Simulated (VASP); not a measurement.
Set up this calculation in VASP 6.6.1, as the native input.

| Quantity | Value |
| --- | --- |
| Task | single point |
| Functional | LDA |
| Potentials or basis | VASP PAW LDA potentials, release 64 (Si) |
| Cutoff | 520 eV |
| k mesh | 9 × 7 × 3 |
| Occupations | gaussian, width 0.03 eV |
| Spin | no spin polarisation |
| Dipole correction | no |
| Further INCAR settings | ALGO = Normal; EDIFF = 1e-06; NBANDS = 36; ISYM = 0 |

The structure of Si lies in POSCAR:

```
Si
1.0
    0.0000000000      0.0000000000     -3.8165079742
   -3.3010168595     -3.3010168595     -1.9082539871
   -9.9030505784      9.9030505784      1.9082539871
Si
12
Direct
    0.8455121040      0.6423091254      0.3333333333
    0.1788454373      0.6423091254      0.0000000000
    0.5121787706      0.6423091254      0.6666666667
    0.4878212294      0.3576908746      0.3333333333
    0.8211545627      0.3576908746      0.0000000000
    0.1544878960      0.3576908746      0.6666666667
    0.0596151458      0.0000000000      0.1192302915
    0.3929484791      0.0000000000      0.7858969582
    0.7262818124      0.0000000000      0.4525636249
    0.2737181876      0.0000000000      0.5474363751
    0.6070515209      0.0000000000      0.2141030418
    0.9403848542      0.0000000000      0.8807697085
```

These files were run (other wordings do the same):

INCAR

```
  PREC = Accurate
  ENCUT = 520
  EDIFF = 1E-6
  ISMEAR = 0
  SIGMA = 0.03
  LREAL = F
  LASPH = T
  NELM = 100
  ALGO = Normal
  ISIF = 2
  LWAVE = F
  LCHARG = F
  ISYM = 0
  NBANDS = 36
```

KPOINTS

```
regular mesh
0
Gamma
  9 7 3
```

Potentials or basis: VASP PAW LDA potentials, release 64 (Si).

The run is started by

```bash
$ cat potpaw_LDA.64/Si/POTCAR > POTCAR
$ mpirun -np 1 vasp_std > vasp.out
```

Results of the run:

The pressure is 0.1 GPa and the band gap on the k mesh is 0.32 eV.

Caveat: an odd mesh through Γ misses points on the zone boundary, where band edges can lie.

Run time: 21 min on 1 thread of Oxide Virtual Turin-like Processor (shared host), peak memory 0.6 GiB.
